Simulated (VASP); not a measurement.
Wanted: the native input for a VASP 6.6.1 run.

| Property | Result |
| --- | --- |
| Task | single point |
| Functional | PBE |
| Potentials or basis | VASP PAW PBE potentials, release 64 (Ta_pv) |
| Cutoff | 520 eV |
| k mesh | 18 × 18 × 18 |
| Occupations | gaussian, width 0.15 eV |
| Spin | no spin polarisation |
| Dipole correction | no |
| Further INCAR settings | ALGO = Fast; EDIFF = 1e-06; NBANDS = 12 |

The structure of Ta lies in POSCAR:

```
Ta
1.0
   -1.6594835689      1.6594835689      1.4105610336
    1.6594835689     -1.6594835689      1.4105610336
    1.6594835689      1.6594835689     -1.4105610336
Ta
1
Direct
    0.0000000000      0.0000000000      0.0000000000
```

This cell differs from its parent crystal: normal strain along x +0.0000, normal strain along z -0.1500.

These files were run (other wordings do the same):

INCAR

```
SYSTEM = Ta
PREC = Accurate
ENCUT = 520
EDIFF = 1E-6
ISMEAR = 0
SIGMA = 0.15
LREAL = .FALSE.
LASPH = .TRUE.
NELM = 80
ALGO = Fast
ISIF = 2
LWAVE = .FALSE.
LCHARG = .FALSE.
GGA = PE
NBANDS = 12
```

KPOINTS

```
Automatic mesh
0
G
  18 18 18
  0 0 0
```

Potentials or basis: VASP PAW PBE potentials, release 64 (Ta_pv).

Launch:

```sh
$ cat potpaw_PBE.64/Ta_pv/POTCAR > POTCAR
$ mpirun -np 1 vasp_std > vasp.out
```

It gave:

```json
{
  "Pressure": "47.1 GPa"
}
```

Caveat: the cell differs from its parent crystal (normal strain along x +0.0000, normal strain along z -0.1500).

It took 25 s on 1 thread of Intel(R) Xeon(R) 6975P-C (Granite Rapids), with other jobs on the host, peak memory 0.2 GiB.
